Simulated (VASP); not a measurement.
# TiGa4Se (F-43m) in VASP: single point with PBE

Aim: the single point of TiGa4Se with PBE.

All numbers are computed with VASP 6.6.1; they aren't measurements. Logs are shortened: lines on timing, memory, paths and dates and some standing lists are left out, and cuts for length are marked.

### 1 The cell of the first run

Symmetry: F-43m, No. 216, cubic system. Conventional cell: a = 7.736 Å, b = 7.736 Å, c = 7.736 Å, α = 90.00°, β = 90.00°, γ = 90.00°. Within 4.2 Å of Ti (site symmetry -43m) lie 12 Ga at 3.20 Å and 4 Se at 3.35 Å. Ga (site symmetry 3m) has 6 Ga at 2.69 to 2.78 Å and 3 Ti at 3.20 Å and 3 Se at 3.21 Å within 3.5 Å. Within 4.2 Å of Se (site symmetry -43m) lie 12 Ga at 3.21 Å and 4 Ti at 3.35 Å.

### 2 Single point, PBE, collinear spin, ferromagnetic start

Input file INCAR:

```
SYSTEM = TiGa4Se
PREC = Accurate
ENCUT = 520
EDIFF = 1E-6
ISMEAR = 0
SIGMA = 0.1
LREAL = .False.
LASPH = .True.
NELM = 150
ALGO = Normal
ISIF = 2
LWAVE = .False.
LCHARG = .False.
ISPIN = 2
MAGMOM = 1 0 0 0 0 0
LORBIT = 11
LMAXMIX = 4
GGA = PE
NBANDS = 48
```

Input file KPOINTS:

```
Automatic mesh
0
Gamma
  4 4 4
  0 0 0
```

Input file POSCAR:

```
TiGa4Se
1.0
    0.0000000000      3.8681179300      3.8681179300
    3.8681179300      0.0000000000      3.8681179300
    3.8681179300      3.8681179300      0.0000000000
Ti Ga Se
1 4 1
Direct
    0.7500000000      0.7500000000      0.7500000000
    0.8686098200      0.3771300600      0.3771300600
    0.3771300600      0.3771300600      0.3771300600
    0.3771300600      0.8686098200      0.3771300600
    0.3771300600      0.3771300600      0.8686098200
    0.0000000000      0.0000000000      0.0000000000
```

Potentials or basis: VASP PAW PBE potentials, release 64 (Ti_sv, Ga_d, Se).

On the command line:

```console
cat potpaw_PBE.64/Ti_sv/POTCAR potpaw_PBE.64/Ga_d/POTCAR potpaw_PBE.64/Se/POTCAR > POTCAR
mpirun -np 1 vasp_std > vasp.out
```

OUTCAR:

```text
SYSTEM = TiGa4Se
   PREC = Accurate
   ENCUT = 520
   EDIFF = 1E-6
   ISMEAR = 0
   LREAL = .False.
   LASPH = .True.
   NELM = 150
   ISIF = 2
   ISPIN = 2
   LORBIT = 11
   GGA = PE

 ion  position               nearest neighbor table
   1  0.750  0.750  0.750-
   2  0.869  0.377  0.377-   3 2.69   4 2.69   5 2.69   3 2.78   5 2.78   4 2.78
   3  0.377  0.377  0.377-   2 2.69   4 2.69   5 2.69   5 2.78   4 2.78   2 2.78
   4  0.377  0.869  0.377-   2 2.69   3 2.69   5 2.69   5 2.78   3 2.78   2 2.78
   5  0.377  0.377  0.869-   2 2.69   3 2.69   4 2.69   3 2.78   4 2.78   2 2.78
   6  0.000  0.000  0.000-

  LATTYP: Found a face centered cubic cell.
 ALAT       =     7.7362358600

  Lattice vectors:

 A1 = (   0.0000000000,   3.8681179300,   3.8681179300)
 A2 = (   3.8681179300,   0.0000000000,   3.8681179300)
 A3 = (   3.8681179300,   3.8681179300,   0.0000000000)

Analysis of symmetry for initial positions (statically):
=====================================================================
 Subroutine PRICEL returns:
 Original cell was already a primitive cell.

 Routine SETGRP: Setting up the symmetry group for a
 face centered cubic supercell.

 Subroutine GETGRP returns: Found 24 space group operations
 (whereof 24 operations were pure point group operations)
 out of a pool of 48 trial point group operations.

The static configuration has the point symmetry T_d .

Analysis of symmetry for dynamics (positions and initial velocities):
=====================================================================
 Subroutine PRICEL returns:
 Original cell was already a primitive cell.

 Routine SETGRP: Setting up the symmetry group for a
 face centered cubic supercell.

 Subroutine GETGRP returns: Found 24 space group operations
 (whereof 24 operations were pure point group operations)
 out of a pool of 48 trial point group operations.

The dynamic configuration has the point symmetry T_d .

Analysis of structural, dynamic, and magnetic symmetry:
=====================================================================
 Subroutine PRICEL returns:
 Original cell was already a primitive cell.

 Routine SETGRP: Setting up the symmetry group for a
 face centered cubic supercell.

 Subroutine GETGRP returns: Found 24 space group operations
 (whereof 24 operations were pure point group operations)
 out of a pool of 48 trial point group operations.

The overall configuration has the point symmetry T_d .

 Subroutine INISYM returns: Found 24 space group operations
 (whereof 24 operations are pure point group operations),
 and found     1 'primitive' translations

----------------------------------------------------------------------------------------

                                     Primitive cell

  volume of cell :     115.7522

  direct lattice vectors                    reciprocal lattice vectors
     0.000000000  3.868117930  3.868117930    -0.129261829  0.129261829  0.129261829
     3.868117930  0.000000000  3.868117930     0.129261829 -0.129261829  0.129261829
     3.868117930  3.868117930  0.000000000     0.129261829  0.129261829 -0.129261829

  length of vectors
     5.470344837  5.470344837  5.470344837     0.223888056  0.223888056  0.223888056

  position of ions in fractional coordinates (direct lattice)
     0.750000000  0.750000000  0.750000000
     0.868609820  0.377130060  0.377130060
     0.377130060  0.377130060  0.377130060
     0.377130060  0.868609820  0.377130060
     0.377130060  0.377130060  0.868609820
     0.000000000  0.000000000  0.000000000

  ion indices of the primitive-cell ions
   primitive index   ion index
                 1           1
                 2           2
                 3           3
                 4           4
                 5           5
                 6           6

----------------------------------------------------------------------------------------

 KPOINTS: Automatic mesh

Automatic generation of k-mesh.
 Grid dimensions read from file:
 generate k-points for:    4    4    4

 Generating k-lattice:

  Cartesian coordinates                     Fractional coordinates (reciprocal lattice)
    -0.032315457  0.032315457  0.032315457     0.250000000  0.000000000  0.000000000
     0.032315457 -0.032315457  0.032315457     0.000000000  0.250000000  0.000000000
     0.032315457  0.032315457 -0.032315457     0.000000000  0.000000000  0.250000000

  Length of vectors
     0.055972014  0.055972014  0.055972014

  Shift w.r.t. Gamma in fractional coordinates (k-lattice)
     0.000000000  0.000000000  0.000000000

 Subroutine IBZKPT returns following result:
 ===========================================

 Found      8 irreducible k-points:

 Following reciprocal coordinates:
            Coordinates               Weight
  0.000000  0.000000  0.000000      1.000000
  0.250000  0.000000  0.000000      8.000000
  0.500000  0.000000  0.000000      4.000000
  0.250000  0.250000  0.000000      6.000000
  0.500000  0.250000  0.000000     24.000000
 -0.250000  0.250000  0.000000     12.000000
  0.500000  0.500000  0.000000      3.000000
 -0.250000  0.500000  0.250000      6.000000
   k-points           NKPTS =      8   k-points in BZ     NKDIM =      8   number of bands    NBANDS=     48
   number of dos      NEDOS =    301   number of ions     NIONS =      6
   total plane-waves  NPLWV =  74088
   dimension x,y,z NGX =    42 NGY =   42 NGZ =   42
   dimension x,y,z NGXF=    84 NGYF=   84 NGZF=   84
   ions per type =               1   4   1
   NGX,Y,Z   is equivalent  to a cutoff of  12.76, 12.76, 12.76 a.u.
   NGXF,Y,Z  is equivalent  to a cutoff of  25.53, 25.53, 25.53 a.u.
 SYSTEM =  TiGa4Se
   PREC   = accura    normal or accurate (medium, high low for compatibility)
   ISTART =      0    job   : 0-new  1-cont  2-samecut
   ICHARG =      2    charge: 1-file 2-atom 10-const
   ISPIN  =      2    spin polarized calculation?
   LNONCOLLINEAR =      F non collinear calculations
   LSORBIT =      F    spin-orbit coupling
   LASPH  =      T    aspherical Exc in radial PAW
   ENCUT  =  520.0 eV  38.22 Ry    6.18 a.u.  10.17 10.17 10.17*2*pi/ulx,y,z
   NELM   =    150;   NELMIN=  2; NELMDL= -5     # of ELM steps
   EDIFF  = 0.1E-05   stopping-criterion for ELM
   LREAL  =      F    real-space projection
   EDIFFG = 0.1E-04   stopping-criterion for IOM
   NSW    =      0    number of steps for IOM
   IBRION =     -1    ionic relax: 0-MD 1-quasi-New 2-CG
   NFREE  =      0    steps in history (QN), initial steepest desc. (CG)
   ISIF   =      2    stress and relaxation
   ISYM   =      2    0-nonsym 1-usesym 2-fastsym
   POTIM  = 0.5000    time-step for ionic-motion
   TEBEG  =    0.0;   TEEND  =   0.0 temperature during run
   PSTRESS=    0.0 pullay stress
   NELECT =      70.0000    total number of electrons
   NUPDOWN=      -1.0000    fix difference up-down
   EMIN   =  10.00;   EMAX   =-10.00  energy-range for DOS
   EFERMI =   0.00;   METHOD = LEGACY
   ISMEAR =     0;   SIGMA  =   0.10  broadening in eV -4-tet -1-fermi 0-gaus
   EFERMI_NEDOS =   21; number of points for ismear=-14 and -15
   IALGO  =     38    algorithm
   IMIX   =      4    mixing-type and parameters
     AMIX     =   0.40;   BMIX     =  1.00
     AMIX_MAG =   1.60;   BMIX_MAG =  1.00
  volume/ion in A,a.u.               =      19.29       130.19
  Fermi-wavevector in a.u.,A,eV,Ry     =   1.384409  2.616154 26.076774  1.916589
  Thomas-Fermi vector in A             =   2.508916
   LORBIT       =     11    0 simple, 1 ext, 2 COOP (PROOUT), +10 PAW based schemes
   GGA     = PE    functional components
   LHFCALC =     F    Hartree Fock is set to
   AEXX    =    0.0000 exact exchange contribution
   IVDW    =     0    specifies the selected vdW correction
   LEPSILON=     F    determine dielectric tensor
   LRPA    =     F    only Hartree local field effects (RPA)
 spin polarized calculation
 Gauss-broadening in eV      SIGMA  =   0.10
  energy-cutoff  :      520.00
  volume of cell :      115.75
 maximum number of plane-waves:      3142
 NGX is ok and might be reduce to    42
   NGX = 21   NGY = 21   NGZ = 21

 number of electron      69.9999992 magnetization       0.0090534

 Free energy of the ion-electron system (eV)
  ---------------------------------------------------
  ext. energy  EPLUGINS =         0.00000000
  ---------------------------------------------------
  free energy    TOTEN  =       -22.69462227 eV

  energy without entropy =      -22.66603673  energy(sigma->0) =      -22.68032950

 E-fermi :   5.7253     XC(G=0): -10.8882

 val. band max:        5.7207458871   @ k =   0.5000   0.2500   0.0000
 cond. band min:       5.7817860924   @ k =   0.5000   0.5000   0.0000
 fundamental gap:      0.0610402053
 Fermi energy:         5.7252699672

 spin component 1

 k-point     1 :       0.0000    0.0000    0.0000
  band No.  band energies     occupation
      1     -51.8162      1.00000
      2     -28.0549      1.00000
      3     -28.0549      1.00000
      4     -28.0549      1.00000
      5      -9.4536      1.00000
      6      -9.2632      1.00000
[... 39 lines left out ...]
     46      13.2308      0.00000
     47      13.2308      0.00000

 k-point     2 :       0.2500    0.0000    0.0000
  band No.  band energies     occupation
      1     -51.8162      1.00000
      2     -28.0552      1.00000
      3     -28.0550      1.00000
      4     -28.0550      1.00000
      5      -9.4008      1.00000
      6      -9.2470      1.00000
[... 292 lines left out ...]
 k-point     8 :      -0.2500    0.5000    0.2500
  band No.  band energies     occupation
      1     -51.8162      1.00000
      2     -28.0552      1.00000
      3     -28.0552      1.00000
      4     -28.0551      1.00000
      5      -9.2327      1.00000
      6      -9.2027      1.00000
[... 39 lines left out ...]
     46      11.6499      0.00000
     47      12.2160      0.00000
 Fermi energy:         5.7252699672

 spin component 2

 k-point     1 :       0.0000    0.0000    0.0000
  band No.  band energies     occupation
      1     -51.8106      1.00000
      2     -28.0493      1.00000
      3     -28.0493      1.00000
      4     -28.0493      1.00000
      5      -9.4535      1.00000
      6      -9.2632      1.00000
[... 39 lines left out ...]
     46      13.2325      0.00000
     47      13.2325      0.00000

 k-point     2 :       0.2500    0.0000    0.0000
  band No.  band energies     occupation
      1     -51.8106      1.00000
      2     -28.0496      1.00000
      3     -28.0494      1.00000
      4     -28.0494      1.00000
      5      -9.4007      1.00000
      6      -9.2470      1.00000
[... 292 lines left out ...]
 k-point     8 :      -0.2500    0.5000    0.2500
  band No.  band energies     occupation
      1     -51.8106      1.00000
      2     -28.0496      1.00000
      3     -28.0496      1.00000
      4     -28.0495      1.00000
      5      -9.2327      1.00000
      6      -9.2027      1.00000
[... 39 lines left out ...]
     46      11.6511      0.00000
     47      12.2166      0.00000
 [bands above 47 left out]

------------------------ aborting loop because EDIFF is reached ----------------------------------------

  FORCE on cell =-STRESS in cart. coord.  units (eV):
  Direction    XX          YY          ZZ          XY          YZ          ZX
  --------------------------------------------------------------------------------------
  -------------------------------------------------------------------------------------
  Total       -3.5201504     -3.5201504     -3.5201504     -0.0000000     -0.0000000      0.0000000
  in kB      -48.7239726    -48.7239726    -48.7239726     -0.0000000     -0.0000000      0.0000000
  external PRESSURE =     -48.7239726 kB  Pullay stress =       0.0000000 kB

 VOLUME and BASIS-vectors are now :
 -----------------------------------------------------------------------------
  energy-cutoff  :      520.00
  volume of cell :      115.75
      direct lattice vectors                 reciprocal lattice vectors
     0.000000000  3.868117930  3.868117930    -0.129261829  0.129261829  0.129261829
     3.868117930  0.000000000  3.868117930     0.129261829 -0.129261829  0.129261829
     3.868117930  3.868117930  0.000000000     0.129261829  0.129261829 -0.129261829

 POSITION                                       TOTAL-FORCE (eV/Angst)
 -----------------------------------------------------------------------------------
      5.80218      5.80218      5.80218         0.000000      0.000000     -0.000000
      2.91757      4.81867      4.81867        -0.079546      0.079546      0.079546
      2.91757      2.91757      2.91757        -0.079546     -0.079546     -0.079546
      4.81867      2.91757      4.81867         0.079546     -0.079546      0.079546
      4.81867      4.81867      2.91757         0.079546      0.079546     -0.079546
      0.00000      0.00000      0.00000         0.000000      0.000000     -0.000000
 -----------------------------------------------------------------------------------
    total drift:                                0.000003      0.000003      0.000004

  FREE ENERGIE OF THE ION-ELECTRON SYSTEM (eV)
  ---------------------------------------------------
  free  energy   TOTEN  =       -22.6946222654 eV

  energy  without entropy=      -22.6660367349  energy(sigma->0) =      -22.68032950

 total charge

# of ion       s       p       d       tot
------------------------------------------
    1        2.111   6.025   1.839   9.975
    2        0.973   0.627   9.971  11.572
    3        0.973   0.627   9.971  11.572
    4        0.973   0.627   9.971  11.572
    5        0.973   0.627   9.971  11.572
    6        1.511   2.138   0.037   3.686
--------------------------------------------------
tot          7.516  10.673  41.760  59.948

 magnetization (x)

# of ion       s       p       d       tot
------------------------------------------
    1        0.000   0.000   0.005   0.005
    2       -0.000   0.000   0.000   0.000
    3       -0.000   0.000   0.000   0.000
    4       -0.000   0.000   0.000   0.000
    5       -0.000   0.000   0.000   0.000
    6        0.000   0.001   0.000   0.001
--------------------------------------------------
tot         -0.000   0.001   0.005   0.006
```

Run time: 91 s. Hardware: 1 thread of Intel Xeon Platinum 8488C (Sapphire Rapids), shared host; peak memory 0.34 GiB.

Results:

```yaml
Free_energy: -22.6946 eV
Pressure: -4.9 GPa
Largest_force: 0.138 eV/Å
Band_gap_on_the_k_mesh: zero (filled and empty bands overlap)
Net_moment: 0.01 μB per cell
Valence_electrons_inside_the_program's_atomic_spheres: Ti 9.97; Ga 11.57; Se 3.69
```

Forces on the atoms (eV/Å):
```
Ti   0.000  0.000  0.000
Ga  -0.080  0.080  0.080
Ga  -0.080 -0.080 -0.080
Ga   0.080 -0.080  0.080
Ga   0.080  0.080 -0.080
Se   0.000  0.000  0.000
```

Levels at points of the mesh, in eV from the Fermi level:
Spin up:
| k point | band 33 | band 34 | band 35 | band 36 | band 37 | band 38 |
| --- | --- | --- | --- | --- | --- | --- |
| (0.00, 0.00, 0.00) | -2.67 | -1.20 | -1.20 | -0.48 | -0.48 | -0.48 |
| (0.50, 0.00, 0.00) | -0.62 | -0.53 | -0.53 | 0.75 | 1.20 | 1.20 |
| (0.50, 0.50, 0.00) | -0.83 | -0.13 | 0.06 | 0.62 | 0.86 | 0.86 |
Spin down:
```csv
k point,band 32,band 33,band 34,band 35,band 36,band 37,band 38,band 39
"(0.00, 0.00, 0.00)",-2.67,-2.67,-1.20,-1.20,-0.48,-0.48,-0.48,1.55
"(0.50, 0.00, 0.00)",-3.29,-0.62,-0.52,-0.52,0.76,1.20,1.20,1.86
"(0.50, 0.50, 0.00)",-1.02,-0.83,-0.13,0.06,0.63,0.86,0.86,1.12
```
